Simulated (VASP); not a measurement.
Here is a VASP 6.6.1 calculation.

File INCAR:

```
PREC = Accurate
ENCUT = 520
EDIFF = 1E-6
ISMEAR = 0
SIGMA = 0.05
LREAL = False
LASPH = True
NELM = 100
ALGO = Normal
ISIF = 2
LWAVE = False
LCHARG = False
GGA = CA
NBANDS = 15
```

The input KPOINTS:

```
regular mesh
0
Gamma
  8 8 8
```

POSCAR

```
KMgH3
1.0
    4.0250000000      0.0000000000      0.0000000000
    0.0000000000      4.0250000000     -0.0201250000
    0.0000000000     -0.0201250000      4.0250000000
K Mg H
1 1 3
Direct
    0.0000000000      0.0000000000      0.0000000000
    0.5000000000      0.5000000000      0.5000000000
    0.0000000000      0.5000000000      0.5000000000
    0.5000000000      0.0000000000      0.5000000000
    0.5000000000      0.5000000000      0.0000000000
```

Potentials or basis: VASP PAW LDA potentials, release 64 (K_sv, Mg, H).

Run with:

```sh
$ cat potpaw_LDA.64/K_sv/POTCAR potpaw_LDA.64/Mg/POTCAR potpaw_LDA.64/H/POTCAR > POTCAR
$ mpirun -np 1 vasp_std > vasp.out
```

Task: Predict the band gap on the k mesh.

Result: 2.05 eV, indirect (least direct gap 4.19 eV).

Task: Estimate the pressure.

Result: -3.2 GPa.

Stress tensor (GPa, compression positive):
```
-3.20  0.00  0.00
 0.00 -3.20  0.36
 0.00  0.36 -3.20
```

Caveat: the cell differs from its parent crystal (strain -0.0100 x Voigt [0, 0, 0, 1, 0, 0]). A k mesh can miss the band edges.
